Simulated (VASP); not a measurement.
# Al8SiN7 (a cell with a defect) in VASP: further runs

The runs below take Al8SiN7 (a cell with a defect) through single point, with PBEsol+D3(BJ), PBEsol.

Program: VASP 6.6.1. These are calculated values, not measurements. Logs are shortened: lines on timing, memory, paths and dates and some standing lists are left out, and cuts for length are marked.

## 1. The cell of the first run

The cell holds a defect, 16 atoms: a = 6.191 Å, b = 6.191 Å, c = 6.191 Å, α = 60.00°, β = 60.00°, γ = 60.00°.

## 2. Single point, PBEsol+D3(BJ), collinear spin

Contents of INCAR:

```
SYSTEM = Al8SiN7
ALGO     = Normal         ! electronic algorithm
EDIFF    = 1E-6           ! SCF threshold, eV
ENCUT    = 520            ! plane-wave cutoff, eV
GGA      = PS             ! functional
ISIF     = 2              ! what is computed and relaxed
ISMEAR   = -1             ! smearing method
ISPIN    = 2              ! spin polarisation
IVDW     = 12             ! dispersion correction
LASPH    = .TRUE.         ! aspherical terms in the spheres
LCHARG   = .TRUE.         ! write CHGCAR
LELF     = .TRUE.         ! ELF
LORBIT   = 11             ! projections on sites
LREAL    = Auto         
LVHAR    = .TRUE.       
LWAVE    = .FALSE.        ! write WAVECAR
MAGMOM   = 0 0.22 0 0.22 0 0.22 0 0.22 0 0 0 0 0 0 0 0.22 ! initial moments
NBANDS   = 50             ! bands
NELM     = 150            ! most SCF steps
PREC     = Accurate       ! precision mode
SIGMA    = 0.05           ! smearing width, eV
```

Contents of KPOINTS:

```
k-points
0
G
  1 1 1
  0 0 0
```

Contents of POSCAR:

```
Al8SiN7
1.0
    0.0000000000      4.3777220000      4.3777220000
    4.3777220000      0.0000000000      4.3777220000
    4.3777220000      4.3777220000      0.0000000000
Al N Si
8 7 1
Direct
    0.0439720000      0.0003730000      0.9967620000
    0.5063590000      0.4912140000      0.4788930000
    0.0188170000      0.0346130000      0.5012210000
    0.5468420000      0.4830090000      0.0074040000
    0.0001450000      0.5121020000      0.0136470000
    0.4890600000      0.0163910000      0.4963620000
    0.4606280000      0.0376300000      0.0068440000
    0.9953690000      0.4750560000      0.5126690000
    0.1475000000      0.1290070000      0.1075980000
    0.1621870000      0.1122170000      0.6235310000
    0.6372610000      0.6413970000      0.1120350000
    0.1059870000      0.6184010000      0.1485030000
    0.6055760000      0.1202740000      0.6369280000
    0.6156600000      0.1142200000      0.1437610000
    0.1404110000      0.5967950000      0.6386480000
    0.6224390000      0.6099070000      0.6138540000
```

Potentials or basis: VASP PAW PBE potentials, release 64 (Al, N, Si).

Launch:

```console
$ cat potpaw_PBE.64/Al/POTCAR potpaw_PBE.64/N/POTCAR potpaw_PBE.64/Si/POTCAR > POTCAR
$ mpirun -np 1 vasp_gam > vasp.out
```

OUTCAR:

```text
SYSTEM = Al8SiN7
   EDIFF = 1E-6
   ENCUT = 520
   GGA = PS
   ISIF = 2
   ISMEAR = -1
   ISPIN = 2
   IVDW = 12
   LASPH = .TRUE.
   LORBIT = 11
   LREAL = Auto
   NELM = 150
   PREC = Accurate
 IVDW          = 12

 ion  position               nearest neighbor table
   1  0.044  0.000  0.997-   9 1.74  10 1.89  12 1.96  14 2.17   7 2.74   6 2.94   8 2.99   4 3.03
                             3 3.05   5 3.09   5 3.11   3 3.16   4 3.16   8 3.24   6 3.27
   2  0.506  0.491  0.479-  15 1.86  11 1.87  16 1.87  13 1.88   4 2.83   6 2.94   5 2.98   3 3.03
                             7 3.06   8 3.09   8 3.11   7 3.17   3 3.22   5 3.23   6 3.25
   3  0.019  0.035  0.501-  10 1.75   9 2.00  13 2.11  15 2.22   8 2.69   6 2.84   7 2.91   5 2.99
                             2 3.03   1 3.05   1 3.16   5 3.21   2 3.22   7 3.30   6 3.35
   4  0.547  0.483  0.007-  11 1.80  14 1.89  16 2.02  12 2.23   2 2.83   5 2.92   8 2.93   6 2.97
                             1 3.03   7 3.06   1 3.16   7 3.20   6 3.25   5 3.28   8 3.28
   5  0.000  0.512  0.014-  12 1.76  11 1.84  15 1.91   9 1.95   7 2.90   4 2.92   8 2.97   2 2.98
                             3 2.99   1 3.09   1 3.11   3 3.21   2 3.23   8 3.24   4 3.28   7 3.30
   6  0.489  0.016  0.496-  10 1.66  14 1.79  13 1.83  16 2.06   3 2.84   1 2.94   2 2.94   8 2.95
                             4 2.97   7 3.06   7 3.14   8 3.25   4 3.25   2 3.25   1 3.27   3 3.35
   7  0.461  0.038  0.007-   9 1.59  14 1.88  13 1.88  11 2.02   1 2.74   5 2.90   3 2.91   2 3.06
                             6 3.06   4 3.06   6 3.14   2 3.17   4 3.20   5 3.30   3 3.30
   8  0.995  0.475  0.513-  12 1.84  10 1.85  16 1.89  15 1.99   3 2.69   4 2.93   6 2.95   5 2.97
                             1 2.99   2 3.09   2 3.11   5 3.24   1 3.24   6 3.25   4 3.28
   9  0.148  0.129  0.108-   7 1.59   1 1.74   5 1.95   3 2.00
  10  0.162  0.112  0.624-   6 1.66   3 1.75   8 1.85   1 1.89
  11  0.637  0.641  0.112-   4 1.80   5 1.84   2 1.87   7 2.02
  12  0.106  0.618  0.149-   5 1.76   8 1.84   1 1.96   4 2.23
  13  0.606  0.120  0.637-   6 1.83   7 1.88   2 1.88   3 2.11
  14  0.616  0.114  0.144-   6 1.79   7 1.88   4 1.89   1 2.17
  15  0.140  0.597  0.639-   2 1.86   5 1.91   8 1.99   3 2.22
  16  0.622  0.610  0.614-   2 1.87   8 1.89   4 2.02   6 2.06

  LATTYP: Found a face centered cubic cell.
 ALAT       =     8.7554440000

  Lattice vectors:

 A1 = (   0.0000000000,   4.3777220000,   4.3777220000)
 A2 = (   4.3777220000,   0.0000000000,   4.3777220000)
 A3 = (   4.3777220000,   4.3777220000,   0.0000000000)

Analysis of symmetry for initial positions (statically):
=====================================================================
 Subroutine PRICEL returns:
 Original cell was already a primitive cell.

 Routine SETGRP: Setting up the symmetry group for a
 face centered cubic supercell.

 Subroutine GETGRP returns: Found  1 space group operations
 (whereof  1 operations were pure point group operations)
 out of a pool of 48 trial point group operations.

The static configuration has the point symmetry C_1 .

Analysis of symmetry for dynamics (positions and initial velocities):
=====================================================================
 Subroutine PRICEL returns:
 Original cell was already a primitive cell.

 Routine SETGRP: Setting up the symmetry group for a
 face centered cubic supercell.

 Subroutine GETGRP returns: Found  1 space group operations
 (whereof  1 operations were pure point group operations)
 out of a pool of 48 trial point group operations.

The dynamic configuration has the point symmetry C_1 .

Analysis of structural, dynamic, and magnetic symmetry:
=====================================================================
 Subroutine PRICEL returns:
 Original cell was already a primitive cell.

 Routine SETGRP: Setting up the symmetry group for a
 face centered cubic supercell.

 Subroutine GETGRP returns: Found  1 space group operations
 (whereof  1 operations were pure point group operations)
 out of a pool of 48 trial point group operations.

The overall configuration has the point symmetry C_1 .

 Subroutine INISYM returns: Found  1 space group operations
 (whereof  1 operations are pure point group operations),
 and found     1 'primitive' translations

----------------------------------------------------------------------------------------

                                     Primitive cell

  volume of cell :     167.7933

  direct lattice vectors                    reciprocal lattice vectors
[... 83 lines left out ...]
   ISTART =      0    job   : 0-new  1-cont  2-samecut
   ICHARG =      2    charge: 1-file 2-atom 10-const
   ISPIN  =      2    spin polarized calculation?
   LNONCOLLINEAR =      F non collinear calculations
   LSORBIT =      F    spin-orbit coupling
   LASPH  =      T    aspherical Exc in radial PAW
   ENCUT  =  520.0 eV  38.22 Ry    6.18 a.u.  11.51 11.51 11.51*2*pi/ulx,y,z
   NELM   =    150;   NELMIN=  2; NELMDL= -5     # of ELM steps
   EDIFF  = 0.1E-05   stopping-criterion for ELM
   LREAL  =      T    real-space projection
   EDIFFG = 0.1E-04   stopping-criterion for IOM
   NSW    =      0    number of steps for IOM
   IBRION =     -1    ionic relax: 0-MD 1-quasi-New 2-CG
   NFREE  =      0    steps in history (QN), initial steepest desc. (CG)
   ISIF   =      2    stress and relaxation
   ISYM   =      2    0-nonsym 1-usesym 2-fastsym
   POTIM  = 0.5000    time-step for ionic-motion
   TEBEG  =    0.0;   TEEND  =   0.0 temperature during run
   PSTRESS=    0.0 pullay stress
   NELECT =      63.0000    total number of electrons
   NUPDOWN=      -1.0000    fix difference up-down
   EMIN   =  10.00;   EMAX   =-10.00  energy-range for DOS
   EFERMI =   0.00;   METHOD = LEGACY
   ISMEAR =    -1;   SIGMA  =   0.05  broadening in eV -4-tet -1-fermi 0-gaus
   EFERMI_NEDOS =   21; number of points for ismear=-14 and -15
   IALGO  =     38    algorithm
   IMIX   =      4    mixing-type and parameters
     AMIX     =   0.40;   BMIX     =  1.00
     AMIX_MAG =   1.60;   BMIX_MAG =  1.00
  volume/ion in A,a.u.               =      10.49        70.77
  Fermi-wavevector in a.u.,A,eV,Ry     =   1.181037  2.231836 18.978065  1.394848
  Thomas-Fermi vector in A             =   2.317318
   LORBIT       =     11    0 simple, 1 ext, 2 COOP (PROOUT), +10 PAW based schemes
   GGA     = PS    functional components
   LHFCALC =     F    Hartree Fock is set to
   AEXX    =    0.0000 exact exchange contribution
   IVDW    =    12    specifies the selected vdW correction
   LEPSILON=     F    determine dielectric tensor
   LRPA    =     F    only Hartree local field effects (RPA)
 spin polarized calculation
  energy-cutoff  :      520.00
  volume of cell :      167.79
 maximum number of plane-waves:      2287
 NGX is ok and might be reduce to    48
   NGX = 23   NGY = 23   NGZ = 23

 number of electron      63.0000000 magnetization       1.0003069

 Free energy of the ion-electron system (eV)
  ---------------------------------------------------
  ext. energy  EPLUGINS =         0.00000000
  ---------------------------------------------------
  free energy    TOTEN  =       -92.07019173 eV

  energy without entropy =      -92.04324603  energy(sigma->0) =      -92.05671888

 E-fermi :   8.5271     XC(G=0): -11.1443

 val. band max:        8.3892320222   @ k =   0.0000   0.0000   0.0000
 cond. band min:       8.6646678090   @ k =   0.0000   0.0000   0.0000
 fundamental gap:      0.2754357868
 Fermi energy:         8.5270976133

 spin component 1

 k-point     1 :       0.0000    0.0000    0.0000
  band No.  band energies     occupation
      1      -8.4019      1.00000
      2      -6.8945      1.00000
      3      -6.3867      1.00000
      4      -5.9007      1.00000
      5      -5.5862      1.00000
      6      -5.4531      1.00000
[... 35 lines left out ...]
     42      14.2132      0.00000
     43      15.4464      0.00000
 Fermi energy:         8.5270976133

 spin component 2

 k-point     1 :       0.0000    0.0000    0.0000
  band No.  band energies     occupation
      1      -8.3698      1.00000
      2      -6.8806      1.00000
      3      -6.3161      1.00000
      4      -5.7064      1.00000
      5      -5.4971      1.00000
      6      -5.3059      1.00000
[... 35 lines left out ...]
     42      14.1997      0.00000
     43      15.3604      0.00000
 [bands above 43 left out]

------------------------ aborting loop because EDIFF is reached ----------------------------------------

 Edisp (eV)   -4.05734

 E8    (eV) :    -2.5256

  FORCE on cell =-STRESS in cart. coord.  units (eV):
  Direction    XX          YY          ZZ          XY          YZ          ZX
  --------------------------------------------------------------------------------------
  -------------------------------------------------------------------------------------
  Total      36.67015    45.40095    34.04192     1.14436    14.08998    -0.64894
  in kB     350.14570   433.51184   325.04993    10.92696   134.53846    -6.19642
  external pressure =      369.57 kB  Pullay stress =        0.00 kB

 VOLUME and BASIS-vectors are now :
 -----------------------------------------------------------------------------
  energy-cutoff  :      520.00
  volume of cell :      167.79
      direct lattice vectors                 reciprocal lattice vectors
     0.000000000  4.377722000  4.377722000    -0.114214653  0.114214653  0.114214653
     4.377722000  0.000000000  4.377722000     0.114214653 -0.114214653  0.114214653
     4.377722000  4.377722000  0.000000000     0.114214653  0.114214653 -0.114214653

 POSITION                                       TOTAL-FORCE (eV/Angst)
 -----------------------------------------------------------------------------------
      4.36518      4.55604      0.19413        -1.246842     -1.540667     -3.552183
      4.24686      4.31316      4.36710        -5.997605     -6.401054     -6.200786
      2.34573      2.27658      0.23390        -2.412644     -2.249929     -3.857362
      2.14689      2.42633      4.50840         3.558066      3.302579     -4.335011
      2.30158      0.06038      2.24247        -1.785766     -1.531018     -0.301812
      2.24469      4.31390      2.21272         0.828762     -0.113654      5.324764
[... 8 lines left out ...]
      5.40843      3.41050      3.22728         1.189934     -0.771585      0.332479
      5.35729      5.41215      5.39487         3.331148     -0.486739      0.253126
 -----------------------------------------------------------------------------------
    total drift:                               -0.002957     -0.004881     -0.001543

  FREE ENERGIE OF THE ION-ELECTRON SYSTEM (eV)
  ---------------------------------------------------
  free  energy   TOTEN  =       -96.1275318686 eV

  energy  without entropy=      -96.1005861745  energy(sigma->0) =      -96.11405902

 total charge

# of ion       s       p       d       tot
------------------------------------------
    1        0.324   0.457   0.000   0.781
    2        0.396   0.564   0.000   0.960
    3        0.318   0.425   0.000   0.742
    4        0.380   0.512   0.000   0.892
    5        0.337   0.488   0.000   0.825
    6        0.386   0.613   0.000   1.000
[... 8 lines left out ...]
   15        1.169   2.638   0.000   3.807
   16        0.860   1.551   0.000   2.411
--------------------------------------------------
tot         11.969  24.888   0.000  36.858

 magnetization (x)

# of ion       s       p       d       tot
------------------------------------------
    1       -0.002  -0.014   0.000  -0.016
    2        0.006   0.036   0.000   0.042
    3       -0.004  -0.017   0.000  -0.021
    4        0.003   0.021   0.000   0.024
    5       -0.001  -0.002   0.000  -0.003
    6       -0.001   0.004   0.000   0.003
[... 8 lines left out ...]
   15       -0.002   0.104   0.000   0.102
   16        0.020   0.424   0.000   0.444
--------------------------------------------------
tot          0.016   0.961   0.000   0.976
```

It took 91 s on 1 thread of Intel Xeon 8259CL, shared host; peak memory 0.41 GiB.

Results:

```yaml
Free_energy: -96.1275 eV
Pressure: 37.0 GPa
Largest_force: 11.041 eV/Å
Net_moment: 1.00 μB per cell
Site_moments: Al -0.02, +0.04, +0.02, -0.00, +0.00, +0.03 (each value once); N +0.01, +0.02, +0.06, +0.15, +0.10, +0.05 (each value once); Si +0.44 μB
Valence_electrons_inside_the_program's_atomic_spheres: Al 0.78, 0.96, 0.74, 0.89, 0.82, 1.00, 0.90, 0.94; N 4.04, 4.05, 3.91, 3.86, 3.88, 3.81 (each value once); Si 2.41
Dispersion_energy_per_atom: -0.254 eV
```

Forces in eV/Å, atoms in the order of the input:
```
Al  -1.247 -1.541 -3.552
Al  -5.998 -6.401 -6.201
Al  -2.413 -2.250 -3.857
Al   3.558  3.303 -4.335
Al  -1.786 -1.531 -0.302
Al   0.829 -0.114  5.325
Al  -6.140  5.856  4.727
Al  -4.591  7.089  7.112
N    6.584 -2.494 -3.708
N    4.138 -0.731 -2.265
N    0.792 -0.900 -0.109
N    1.629  0.806  3.141
N    0.075  0.796  0.961
N    0.048 -0.629  2.478
N    1.190 -0.772  0.332
Si   3.331 -0.487  0.253
```

Stress tensor (GPa, compression positive):
```
35.01  1.09 -0.62
 1.09 43.35 13.45
-0.62 13.45 32.50
```

Caveat: the k points lie up to 1.24 Å⁻¹ apart; the PAW data sets were made with another functional, which shifts forces and pressure a little.

## 3. Single point, PBEsol, collinear spin

Contents of INCAR:

```
SYSTEM = Al8SiN7
  ALGO = Normal
  EDIFF = 1E-6
  ENCUT = 520
  GGA = PS
  ISIF = 2
  ISMEAR = -1
  ISPIN = 2
  LASPH = .TRUE.
  LCHARG = .FALSE.
  LORBIT = 11
  LREAL = Auto
  LWAVE = .FALSE.
  MAGMOM = 0 0.2 0 0.2 0 0.2 0 0.2 0 0 0 0 0 0 0 0.2
  NBANDS = 50
  NELM = 150
  PREC = Accurate
  SIGMA = 0.05
```

Contents of KPOINTS:

```
Automatic mesh
0
Gamma
  2 2 2
  0.5 0.5 0.5
```

POSCAR is that of step 2.

Potentials or basis: VASP PAW PBE potentials, release 64 (Al, N, Si).

Launch:

```console
$ cat potpaw_PBE.64/Al/POTCAR potpaw_PBE.64/N/POTCAR potpaw_PBE.64/Si/POTCAR > POTCAR
$ mpirun -np 1 vasp_std > vasp.out
```

Run time: 20 min. Hardware: 1 thread of Intel Xeon 8259CL, shared host; peak memory 0.49 GiB.

It converged, with:

```
Free energy                                           : -104.6258 eV
Pressure                                              : 36.1 GPa
Largest force                                         : 10.810 eV/Å
Net moment                                            : 0.00 μB per cell
Valence electrons inside the program's atomic spheres : Al 0.80, 1.00, 0.76, 0.92, 0.85, 1.03, 0.93, 0.98; N 3.99, 4.00, 3.86, 3.81, 3.82, 3.74 (each value once); Si 2.38
```

Forces in eV/Å, atoms in the order of the input:
```
Al  -1.163 -1.838 -4.250
Al  -5.918 -6.243 -6.282
Al  -2.562 -1.786 -4.713
Al   3.306  2.332 -3.996
Al  -1.903 -1.790  0.305
Al   0.282  1.040  5.234
Al  -5.939  6.150  5.560
Al  -3.669  7.008  7.368
N    7.004 -2.644 -4.396
N    3.894 -1.946 -2.945
N    0.679 -0.325 -0.625
N    0.463  1.309  3.136
N   -0.675  1.365  2.228
N   -0.982 -0.320  2.651
N    1.350 -1.683  0.681
Si   5.834 -0.628  0.044
```

Stress tensor (GPa, compression positive):
```
36.84  2.43 -0.21
 2.43 40.90 14.63
-0.21 14.63 30.60
```

Levels at points of the mesh, in eV from the Fermi level:
Spin up:
```tsv
k point	band 29	band 30	band 31	band 32	band 33	band 34
(0.25, 0.25, 0.25)	-1.13	-0.83	-0.18	0.39	1.46	2.15
```
Spin down:
| k point | band 27 | band 28 | band 29 | band 30 | band 31 | band 32 | band 33 | band 34 | band 35 | band 36 |
| --- | --- | --- | --- | --- | --- | --- | --- | --- | --- | --- |
| (0.25, 0.25, 0.25) | -1.83 | -1.62 | -1.13 | -0.83 | -0.18 | 0.39 | 1.46 | 2.15 | 2.84 | 3.62 |

Caveat: the k points lie up to 0.62 Å⁻¹ apart; the PAW data sets were made with another functional, which shifts forces and pressure a little.

(Continued in part 2 of 2.)
